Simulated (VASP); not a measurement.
# Al23N24 (a cell with a defect) in VASP: a series of runs, part 2 of 2

VASP 6.6.1.

**3. Single point, PBE**

Contents of INCAR:

```
SYSTEM = Al23N24
PREC = Accurate ; ENCUT = 520
EDIFF = 1E-6 ; ISMEAR = -1
SIGMA = 0.01 ; LREAL = Auto
LASPH = .TRUE. ; NELM = 100
ALGO = Normal ; ISIF = 2
LWAVE = .FALSE. ; LCHARG = .FALSE.
GGA = PE ; NELECT = 192.0
NBANDS = 124
```

Contents of KPOINTS:

```
Automatic mesh
0
G
  3 4 2
  0 0 0
```

Contents of POSCAR:

```
Al23N24
1.0
    9.3390000000      0.0000000000      0.0000000000
   -3.1130000000      5.3918741640      0.0000000000
    0.0000000000      0.0000000000      9.9620000000
Al N
23 24
Direct
    0.1111111111      0.3333333334      0.5000000000
    0.1111111111      0.8333333334      0.0000000000
    0.1111111111      0.8333333334      0.5000000000
    0.4444444444      0.3333333334      0.0000000000
    0.4444444444      0.3333333334      0.5000000000
    0.4444444444      0.8333333334      0.0000000000
    0.4444444444      0.8333333334      0.5000000000
    0.7777777778      0.3333333334      0.0000000000
    0.7777777778      0.3333333334      0.5000000000
    0.7777777778      0.8333333334      0.0000000000
    0.7777777778      0.8333333334      0.5000000000
    0.2222222222      0.1666666666      0.2500000000
    0.2222222222      0.1666666666      0.7500000000
    0.2222222222      0.6666666666      0.2500000000
    0.2222222222      0.6666666666      0.7500000000
    0.5555555556      0.1666666666      0.2500000000
    0.5555555556      0.1666666666      0.7500000000
    0.5555555556      0.6666666666      0.2500000000
    0.5555555556      0.6666666666      0.7500000000
    0.8888888889      0.1666666666      0.2500000000
    0.8888888889      0.1666666666      0.7500000000
    0.8888888889      0.6666666666      0.2500000000
    0.8888888889      0.6666666666      0.7500000000
    0.1111111111      0.3333333334      0.1900000000
    0.1111111111      0.3333333334      0.6900000000
    0.1111111111      0.8333333334      0.1900000000
    0.1111111111      0.8333333334      0.6900000000
    0.4444444444      0.3333333334      0.1900000000
    0.4444444444      0.3333333334      0.6900000000
    0.4444444444      0.8333333334      0.1900000000
    0.4444444444      0.8333333334      0.6900000000
    0.7777777778      0.3333333334      0.1900000000
    0.7777777778      0.3333333334      0.6900000000
    0.7777777778      0.8333333334      0.1900000000
    0.7777777778      0.8333333334      0.6900000000
    0.2222222222      0.1666666666      0.4400000000
    0.2222222222      0.1666666666      0.9400000000
    0.2222222222      0.6666666666      0.4400000000
    0.2222222222      0.6666666666      0.9400000000
    0.5555555556      0.1666666666      0.4400000000
    0.5555555556      0.1666666666      0.9400000000
    0.5555555556      0.6666666666      0.4400000000
    0.5555555556      0.6666666666      0.9400000000
    0.8888888889      0.1666666666      0.4400000000
    0.8888888889      0.1666666666      0.9400000000
    0.8888888889      0.6666666666      0.4400000000
    0.8888888889      0.6666666666      0.9400000000
```

Potentials or basis: VASP PAW PBE potentials, release 64 (Al, N).

Launch:

```sh
> cat potpaw_PBE.64/Al/POTCAR potpaw_PBE.64/N/POTCAR > POTCAR
> mpirun -np 1 vasp_std > vasp.out
```

Run time: 20 min. Hardware: 1 thread of Intel Xeon 6975P-C (Granite Rapids), shared host; peak memory 0.87 GiB.

It converged, with:

```
Free energy   : -322.0351 eV
Largest force : 2.909 eV/Å
```

Forces on the atoms (eV/Å):
```
Al   0.054  0.035 -0.543
Al   1.506  0.904 -1.363
Al   0.204  0.122  0.151
Al  -2.216 -1.154 -1.103
Al  -0.228 -0.167  0.093
Al  -1.901 -1.226 -1.091
Al  -0.250 -0.107  0.104
Al   1.907 -0.742 -1.054
Al   0.171 -0.042  0.091
Al   0.365  2.056 -1.050
Al   0.047  0.168  0.100
Al  -1.844  0.721 -1.846
Al  -0.427  0.026  2.878
Al  -0.310 -1.966 -1.833
Al  -0.187 -0.382  2.846
Al   0.002  0.047 -0.746
Al  -0.139 -0.214  0.876
Al  -0.123 -0.119 -0.717
Al  -0.138  0.053  0.726
Al   1.845  1.080 -1.737
Al   0.539  0.307  2.598
Al   0.431  0.226 -0.756
Al   0.357  0.202  0.751
N   -0.027 -0.016  2.838
N   -0.063 -0.033 -1.547
N   -0.195 -0.115  1.317
N   -0.459 -0.270 -1.249
N    0.737  0.183  0.988
N    0.439  0.349 -0.877
N    0.562  0.566  0.974
N    0.511  0.199 -0.872
N   -0.689  0.049  0.947
N   -0.379  0.202 -0.839
N   -0.344 -0.647  0.922
N   -0.014 -0.430 -0.824
N    0.629 -0.198  0.721
N    1.770 -0.603 -0.743
N    0.146  0.647  0.715
N    0.427  1.851 -0.737
N    0.041  0.039  0.172
N    0.422  0.748  0.209
N    0.039  0.007  0.151
N    0.457 -0.231  0.115
N   -0.674 -0.394  0.708
N   -2.083 -1.224 -0.679
N   -0.180 -0.098  0.160
N   -0.736 -0.411  0.054
```

Levels at points of the mesh, in eV from the Fermi level:
| k point | band 93 | band 94 | band 95 | band 96 | band 97 | band 98 | band 99 | band 100 |
| --- | --- | --- | --- | --- | --- | --- | --- | --- |
| (0.00, 0.00, 0.00) | -2.66 | -1.53 | -1.16 | -0.22 | 0.72 | 1.51 | 1.81 | 1.95 |
| (0.00, 0.50, 0.00) | -2.44 | -1.60 | -1.35 | -0.75 | 1.71 | 1.79 | 2.38 | 2.39 |
| (0.00, 0.00, 0.50) | -2.65 | -1.60 | -1.16 | -0.22 | 1.31 | 1.41 | 1.71 | 1.83 |
| (0.00, 0.50, 0.50) | -2.45 | -1.60 | -1.33 | -0.75 | 2.08 | 2.12 | 2.19 | 2.24 |

Caveat: the cell carries a net charge on a neutralising background, which shifts energy and pressure; the cell is charged against a uniform background, so pressure and absolute levels hang on convention.
